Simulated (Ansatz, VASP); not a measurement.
InP in VASP and in Ansatz

```xyz
2
Lattice="0.0000 2.9785 2.9785 2.9785 0.0000 2.9785 2.9785 2.9785 0.0000" Properties=species:S:1:pos:R:3 pbc="T T T"
In    0.0000    0.0000    0.0000
P     4.4678    4.4678    4.4678
```

Change from the starting cell: volume scaled by 1.05, PAW files.

Alike in both runs: task electric field gradients; functional PBE; k mesh 11 × 11 × 11; occupations fermi-dirac, width 0.03 eV; no spin polarisation.

|  | VASP | Ansatz |
| --- | --- | --- |
| version | VASP 6.6.1 | Ansatz 0.2.0 |
| potentials or method | VASP PAW PBE potentials, release 64 (In_d, P) | PAW with Ansatz's default frozen-core files, scalar-relativistic |
| plane-wave cutoff (eV) | 520 | 420 |
| valence electrons in the cell | 18 | 18 |

```csv
,VASP,Ansatz,Ansatz less VASP
pressure (GPa),0.0,0.1,+0.05
```
